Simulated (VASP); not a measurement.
# SrHgN (P-6m2) in VASP: notebook

Runs on SrHgN. Level: PBE. Tasks: single point.

Program: VASP 6.6.1. These are calculated values, not measurements. Logs are shortened: lines on timing, memory, paths and dates and some standing lists are left out, and cuts for length are marked.

### Step 1. The cell of the first run

Symmetry: P-6m2, No. 187, hexagonal system. Conventional cell: a = 4.213 Å, b = 4.213 Å, c = 4.183 Å, α = 90.00°, β = 90.00°, γ = 120.00°. Sr (site symmetry -6m2) has 6 Hg at 3.21 Å and 6 N at 3.21 Å and 8 Sr at 4.18 to 4.21 Å within 4.3 Å. Hg (site symmetry -6m2) has 3 N at 2.43 Å and 6 Sr at 3.21 Å within 3.3 Å. N (site symmetry -6m2) has 3 Hg at 2.43 Å and 6 Sr at 3.21 Å within 3.3 Å.

The cell was generated, and may not be a known phase.

### Step 2. Single point, PBE

INCAR

```
SYSTEM = SrHgN
  PREC = Accurate
  ENCUT = 520
  EDIFF = 1E-7
  ISMEAR = 0
  SIGMA = 0.1
  LREAL = .False.
  LASPH = .True.
  NELM = 100
  ALGO = Normal
  ISIF = 2
  LWAVE = .False.
  LCHARG = .True.
  GGA = PE
  LELF = .True.
  LVHAR = .True.
  NBANDS = 20
```

KPOINTS

```
Automatic mesh
0
Gamma
  6 6 4
  0 0 0
```

POSCAR

```
SrHgN
1.0
    4.2131904129      0.0000000000      0.0000000000
   -2.1065952065      3.6487299286      0.0000000000
    0.0000000000      0.0000000000      4.1830601533
Sr Hg N
1 1 1
Direct
    0.0000000000      0.0000000000      0.0000000000
    0.3333333333      0.6666666667      0.5000000000
    0.6666666667      0.3333333333      0.5000000000
```

Potentials or basis: VASP PAW PBE potentials, release 64 (Sr_sv, Hg, N).

Command:

```sh
> cat potpaw_PBE.64/Sr_sv/POTCAR potpaw_PBE.64/Hg/POTCAR potpaw_PBE.64/N/POTCAR > POTCAR
> mpirun -np 1 vasp_std > vasp.out
```

OUTCAR:

```text
SYSTEM = SrHgN
   PREC = Accurate
   ENCUT = 520
   EDIFF = 1E-7
   ISMEAR = 0
   LREAL = .False.
   LASPH = .True.
   NELM = 100
   ISIF = 2
   GGA = PE

 ion  position               nearest neighbor table
   1  0.000  0.000  0.000-   2 3.21   3 3.21   2 3.21   3 3.21   3 3.21   3 3.21   2 3.21   2 3.21
                             3 3.21   3 3.21   2 3.21   2 3.21
   2  0.333  0.667  0.500-   3 2.43   3 2.43   3 2.43   1 3.21   1 3.21   1 3.21   1 3.21   1 3.21
                             1 3.21
   3  0.667  0.333  0.500-   2 2.43   2 2.43   2 2.43   1 3.21   1 3.21   1 3.21   1 3.21   1 3.21
                             1 3.21

  LATTYP: Found a hexagonal cell.
 ALAT       =     4.2131904129
 C/A-ratio  =     0.9928485882

  Lattice vectors:

 A1 = (   4.2131904129,   0.0000000000,   0.0000000000)
 A2 = (  -2.1065952065,   3.6487299286,   0.0000000000)
 A3 = (   0.0000000000,   0.0000000000,   4.1830601533)

Analysis of symmetry for initial positions (statically):
=====================================================================
 Subroutine PRICEL returns:
 Original cell was already a primitive cell.

 Routine SETGRP: Setting up the symmetry group for a
 hexagonal supercell.

 Subroutine GETGRP returns: Found 12 space group operations
 (whereof 12 operations were pure point group operations)
 out of a pool of 24 trial point group operations.

The static configuration has the point symmetry D_3h.

Analysis of symmetry for dynamics (positions and initial velocities):
=====================================================================
 Subroutine PRICEL returns:
 Original cell was already a primitive cell.

 Routine SETGRP: Setting up the symmetry group for a
 hexagonal supercell.

 Subroutine GETGRP returns: Found 12 space group operations
 (whereof 12 operations were pure point group operations)
 out of a pool of 24 trial point group operations.

The dynamic configuration has the point symmetry D_3h.

 Subroutine INISYM returns: Found 12 space group operations
 (whereof 12 operations are pure point group operations),
 and found     1 'primitive' translations

----------------------------------------------------------------------------------------

                                     Primitive cell

  volume of cell :      64.3053

  direct lattice vectors                    reciprocal lattice vectors
     4.213190413  0.000000000  0.000000000     0.237349823  0.137033984  0.000000000
    -2.106595207  3.648729929  0.000000000     0.000000000  0.274067969  0.000000000
     0.000000000  0.000000000  4.183060153     0.000000000  0.000000000  0.239059436

  length of vectors
     4.213190413  4.213190413  4.183060153     0.274067969  0.274067969  0.239059436

  position of ions in fractional coordinates (direct lattice)
     0.000000000  0.000000000  0.000000000
     0.333333333  0.666666667  0.500000000
     0.666666667  0.333333333  0.500000000

  ion indices of the primitive-cell ions
   primitive index   ion index
                 1           1
                 2           2
                 3           3

----------------------------------------------------------------------------------------

 KPOINTS: Automatic mesh

Automatic generation of k-mesh.
 Grid dimensions read from file:
 generate k-points for:    6    6    4

 Generating k-lattice:

  Cartesian coordinates                     Fractional coordinates (reciprocal lattice)
     0.039558304  0.022838997  0.000000000     0.166666667  0.000000000  0.000000000
     0.000000000  0.045677995  0.000000000     0.000000000  0.166666667  0.000000000
     0.000000000  0.000000000  0.059764859     0.000000000  0.000000000  0.250000000

  Length of vectors
     0.045677995  0.045677995  0.059764859

  Shift w.r.t. Gamma in fractional coordinates (k-lattice)
     0.000000000  0.000000000  0.000000000

 Subroutine IBZKPT returns following result:
 ===========================================

 Found     21 irreducible k-points:

 Following reciprocal coordinates:
            Coordinates               Weight
  0.000000  0.000000  0.000000      1.000000
  0.166667 -0.000000  0.000000      6.000000
  0.333333  0.000000  0.000000      6.000000
  0.500000 -0.000000  0.000000      3.000000
  0.166667  0.166667  0.000000      6.000000
  0.333333  0.166667  0.000000     12.000000
[... 13 lines left out ...]
  0.333333  0.166667  0.500000     12.000000
  0.333333  0.333333  0.500000      2.000000
   k-points           NKPTS =     21   k-points in BZ     NKDIM =     21   number of bands    NBANDS=     20
   number of dos      NEDOS =    301   number of ions     NIONS =      3
   total plane-waves  NPLWV =  32768
   dimension x,y,z NGX =    32 NGY =   32 NGZ =   32
   dimension x,y,z NGXF=    64 NGYF=   64 NGZF=   64
   ions per type =               1   1   1
   NGX,Y,Z   is equivalent  to a cutoff of  12.63, 12.63, 12.72 a.u.
   NGXF,Y,Z  is equivalent  to a cutoff of  25.25, 25.25, 25.44 a.u.
 SYSTEM =  SrHgN
   PREC   = accura    normal or accurate (medium, high low for compatibility)
   ISTART =      0    job   : 0-new  1-cont  2-samecut
   ICHARG =      2    charge: 1-file 2-atom 10-const
   ISPIN  =      1    spin polarized calculation?
   LNONCOLLINEAR =      F non collinear calculations
   LSORBIT =      F    spin-orbit coupling
   LASPH  =      T    aspherical Exc in radial PAW
   ENCUT  =  520.0 eV  38.22 Ry    6.18 a.u.   7.83  7.83  7.78*2*pi/ulx,y,z
   NELM   =    100;   NELMIN=  2; NELMDL= -5     # of ELM steps
   EDIFF  = 0.1E-06   stopping-criterion for ELM
   LREAL  =      F    real-space projection
   EDIFFG = 0.1E-05   stopping-criterion for IOM
   NSW    =      0    number of steps for IOM
   IBRION =     -1    ionic relax: 0-MD 1-quasi-New 2-CG
   NFREE  =      0    steps in history (QN), initial steepest desc. (CG)
   ISIF   =      2    stress and relaxation
   ISYM   =      2    0-nonsym 1-usesym 2-fastsym
   POTIM  = 0.5000    time-step for ionic-motion
   TEBEG  =    0.0;   TEEND  =   0.0 temperature during run
   PSTRESS=    0.0 pullay stress
   NELECT =      27.0000    total number of electrons
   NUPDOWN=      -1.0000    fix difference up-down
   EMIN   =  10.00;   EMAX   =-10.00  energy-range for DOS
   EFERMI =   0.00;   METHOD = LEGACY
   ISMEAR =     0;   SIGMA  =   0.10  broadening in eV -4-tet -1-fermi 0-gaus
   EFERMI_NEDOS =   21; number of points for ismear=-14 and -15
   IALGO  =     38    algorithm
   IMIX   =      4    mixing-type and parameters
     AMIX     =   0.40;   BMIX     =  1.00
     AMIX_MAG =   1.60;   BMIX_MAG =  1.00
  volume/ion in A,a.u.               =      21.44       144.65
  Fermi-wavevector in a.u.,A,eV,Ry     =   1.225878  2.316573 20.446508  1.502776
  Thomas-Fermi vector in A             =   2.360899
   LORBIT       =      0    0 simple, 1 ext, 2 COOP (PROOUT), +10 PAW based schemes
   GGA     = PE    functional components
   LHFCALC =     F    Hartree Fock is set to
   AEXX    =    0.0000 exact exchange contribution
   IVDW    =     0    specifies the selected vdW correction
   LEPSILON=     F    determine dielectric tensor
   LRPA    =     F    only Hartree local field effects (RPA)
 non-spin polarized calculation
 Gauss-broadening in eV      SIGMA  =   0.10
  energy-cutoff  :      520.00
  volume of cell :       64.31
 maximum number of plane-waves:      1746
 NGX is ok and might be reduce to    32
   NGX = 15   NGY = 15   NGZ = 15

 number of electron      26.9999997 magnetization

 Free energy of the ion-electron system (eV)
  ---------------------------------------------------
  ext. energy  EPLUGINS =         0.00000000
  ---------------------------------------------------
  free energy    TOTEN  =        -9.23544555 eV

  energy without entropy =       -9.22378703  energy(sigma->0) =       -9.22961629

 E-fermi :   3.4225     XC(G=0):  -9.9797

 val. band max:        3.4019350785   @ k =   0.5000  -0.0000   0.0000
 cond. band min:       3.4817515665   @ k =   0.1667   0.1667   0.2500
 fundamental gap:      0.0798164880
 Fermi energy:         3.4225056348

 k-point     1 :       0.0000    0.0000    0.0000
  band No.  band energies     occupation
      1     -32.3778      2.00000
      2     -14.3883      2.00000
      3     -14.3297      2.00000
      4     -14.3297      2.00000
      5     -10.1926      2.00000
      6      -4.3288      2.00000
[... 12 lines left out ...]
     19       8.4083      0.00000
     20       9.2505      0.00000

 k-point     2 :       0.1667   -0.0000    0.0000
  band No.  band energies     occupation
      1     -32.3745      2.00000
      2     -14.3946      2.00000
      3     -14.3844      2.00000
      4     -14.3406      2.00000
      5     -10.0730      2.00000
      6      -4.3604      2.00000
[... 12 lines left out ...]
     19       8.4002      0.00000
     20       9.4749      0.00000

 k-point     3 :       0.3333    0.0000    0.0000
  band No.  band energies     occupation
      1     -32.3679      2.00000
      2     -14.5161      2.00000
      3     -14.3764      2.00000
      4     -14.3621      2.00000
      5      -9.8471      2.00000
      6      -4.2910      2.00000
[... 12 lines left out ...]
     19       8.3847      0.00000
     20       9.2749      0.00000

 k-point     4 :       0.5000   -0.0000    0.0000
  band No.  band energies     occupation
      1     -32.3646      2.00000
      2     -14.5733      2.00000
      3     -14.3729      2.00000
      4     -14.3723      2.00000
      5      -9.7417      2.00000
      6      -4.2086      2.00000
[... 12 lines left out ...]
     19       8.5058      0.00000
     20       9.5451      0.00000

 k-point     5 :       0.1667    0.1667    0.0000
  band No.  band energies     occupation
      1     -32.3695      2.00000
      2     -14.4745      2.00000
      3     -14.3784      2.00000
      4     -14.3692      2.00000
      5      -9.9031      2.00000
      6      -4.3471      2.00000
[... 12 lines left out ...]
     19       8.5946      0.00000
     20       9.2828      0.00000

 k-point     6 :       0.3333    0.1667    0.0000
  band No.  band energies     occupation
      1     -32.3646      2.00000
      2     -14.5404      2.00000
      3     -14.4067      2.00000
      4     -14.3723      2.00000
      5      -9.7475      2.00000
      6      -4.2519      2.00000
[... 12 lines left out ...]
     19       8.7467      0.00000
     20       9.1323      0.00000

 k-point     7 :       0.3333    0.3333    0.0000
  band No.  band energies     occupation
      1     -32.3630      2.00000
      2     -14.4952      2.00000
      3     -14.4863      2.00000
      4     -14.3702      2.00000
      5      -9.7046      2.00000
      6      -4.2291      2.00000
[... 12 lines left out ...]
     19       8.6778      0.00000
     20       9.0140      0.00000
[... 208 lines left out ...]
 k-point    17 :       0.3333    0.0000    0.5000
  band No.  band energies     occupation
      1     -32.3608      2.00000
      2     -14.5539      2.00000
      3     -14.4593      2.00000
      4     -14.3544      2.00000
      5      -9.8183      2.00000
      6      -4.1574      2.00000
[... 12 lines left out ...]
     19       8.3040      0.00000
     20       9.4996      0.00000

 k-point    18 :       0.5000   -0.0000    0.5000
  band No.  band energies     occupation
      1     -32.3579      2.00000
      2     -14.5265      2.00000
      3     -14.5059      2.00000
      4     -14.3671      2.00000
      5      -9.7854      2.00000
      6      -4.1899      2.00000
[... 12 lines left out ...]
     19       9.1288      0.00000
     20       9.5888      0.00000

 k-point    19 :       0.1667    0.1667    0.5000
  band No.  band energies     occupation
      1     -32.3623      2.00000
      2     -14.5681      2.00000
      3     -14.4270      2.00000
      4     -14.3570      2.00000
      5      -9.8308      2.00000
      6      -4.2236      2.00000
[... 12 lines left out ...]
     19       8.1534      0.00000
     20       9.4552      0.00000

 k-point    20 :       0.3333    0.1667    0.5000
  band No.  band energies     occupation
      1     -32.3579      2.00000
      2     -14.5275      2.00000
      3     -14.4829      2.00000
      4     -14.3910      2.00000
      5      -9.7772      2.00000
      6      -4.1493      2.00000
[... 12 lines left out ...]
     19       9.2859      0.00000
     20       9.5557      0.00000

 k-point    21 :       0.3333    0.3333    0.5000
  band No.  band energies     occupation
      1     -32.3565      2.00000
      2     -14.5152      2.00000
      3     -14.4565      2.00000
      4     -14.4480      2.00000
      5      -9.7479      2.00000
      6      -4.0757      2.00000
[... 12 lines left out ...]
     19       9.4356      0.00000
     20       9.6037      0.00000

------------------------ aborting loop because EDIFF is reached ----------------------------------------

  FORCE on cell =-STRESS in cart. coord.  units (eV):
  Direction    XX          YY          ZZ          XY          YZ          ZX
  --------------------------------------------------------------------------------------
  -------------------------------------------------------------------------------------
  Total        0.0300294      0.0300294     -0.0293294     -0.0000000      0.0000000      0.0000000
  in kB        0.7481869      0.7481869     -0.7307475     -0.0000000      0.0000000      0.0000000
  external PRESSURE =       0.2552088 kB  Pullay stress =       0.0000000 kB

 VOLUME and BASIS-vectors are now :
 -----------------------------------------------------------------------------
  energy-cutoff  :      520.00
  volume of cell :       64.31
      direct lattice vectors                 reciprocal lattice vectors
     4.213190413  0.000000000  0.000000000     0.237349823  0.137033984  0.000000000
    -2.106595207  3.648729929  0.000000000     0.000000000  0.274067969  0.000000000
     0.000000000  0.000000000  4.183060153     0.000000000  0.000000000  0.239059436

 POSITION                                       TOTAL-FORCE (eV/Angst)
 -----------------------------------------------------------------------------------
      0.00000      0.00000      0.00000        -0.000000      0.000000      0.000000
     -0.00000      2.43249      2.09153        -0.000000      0.000000      0.000000
      2.10660      1.21624      2.09153         0.000000      0.000000      0.000000
 -----------------------------------------------------------------------------------
    total drift:                               -0.000000      0.000000     -0.000000

  FREE ENERGIE OF THE ION-ELECTRON SYSTEM (eV)
  ---------------------------------------------------
  free  energy   TOTEN  =        -9.2354455530 eV

  energy  without entropy=       -9.2237870265  energy(sigma->0) =       -9.22961629
```

Wall time 16 s (1 thread of AMD EPYC 9R45 (Zen 5), shared host); peak memory 0.16 GiB.

Results:

```yaml
Free_energy: -9.2354 eV
Pressure: 0.0 GPa
Band_gap_on_the_k_mesh: zero (an odd number of electrons rules out a gap without spin polarisation)
```

Caveat: the k points lie up to 0.38 Å⁻¹ apart, too coarse for converged energies and pressures of a metal; spin-orbit coupling is left out, which moves the levels of the heavy elements.

### Step 3. Single point, PBE

This run uses another cell than the first one, of 23.84 Å³/atom.

INCAR

```
SYSTEM = SrHgN
PREC = Accurate
ENCUT = 520
EDIFF = 1E-6
ISMEAR = 0
SIGMA = 0.1
LREAL = .FALSE.
LASPH = .TRUE.
NELM = 80
ALGO = Normal
ISIF = 2
LWAVE = .FALSE.
LCHARG = .TRUE.
GGA = PE
LELF = .TRUE.
LVHAR = .TRUE.
NBANDS = 20
```

KPOINTS

```
Automatic mesh
0
G
  6 6 4
  0 0 0
```

POSCAR

```
SrHgN
1.0
    4.3900257000      0.0000000000      0.0000000000
   -2.1950128500      3.8018737800      0.0000000000
    0.0000000000      0.0000000000      4.2859288500
Sr Hg N
1 1 1
Direct
    0.0000000000      0.0000000000      0.0000000000
    0.3333333300      0.6666666700      0.5000000000
    0.6666666700      0.3333333300      0.5000000000
```

Potentials or basis: VASP PAW PBE potentials, release 64 (Sr_sv, Hg, N).

Command:

```sh
> cat potpaw_PBE.64/Sr_sv/POTCAR potpaw_PBE.64/Hg/POTCAR potpaw_PBE.64/N/POTCAR > POTCAR
> mpirun -np 1 vasp_std > vasp.out
```

Wall time 18 s (1 thread of AMD EPYC 9R45 (Zen 5), shared host); peak memory 0.18 GiB.

It converged, with:

```
Free energy            : -9.1160 eV
Pressure               : -4.7 GPa
Band gap on the k mesh : zero (an odd number of electrons rules out a gap without spin polarisation)
```

Stress tensor (GPa, compression positive):
```
-5.35  0.00  0.00
 0.00 -5.35  0.00
 0.00  0.00 -3.48
```

Levels at points of the mesh, in eV from the Fermi level:
```
           k point  band 11  band 12  band 13  band 14  band 15  band 16  band 17  band 18
(0.00, 0.00, 0.00)    -3.81    -1.30    -1.12    -1.12     1.69     3.15     3.15     4.82
(0.50, 0.00, 0.00)    -5.46    -1.93    -1.08    -0.13     2.10     2.85     2.89     4.75
(0.00, 0.00, 0.50)    -3.37    -2.44    -0.83    -0.83     1.19     3.09     3.09     3.49
(0.50, 0.00, 0.50)    -4.91    -2.23    -1.63    -0.33     0.49     4.22     4.36     4.85
```

Caveat: the k points lie up to 0.37 Å⁻¹ apart, too coarse for converged energies and pressures of a metal; spin-orbit coupling is left out, which moves the levels of the heavy elements.

The gap in the log of VASP goes by the Fermi energy; the results here count the filled bands.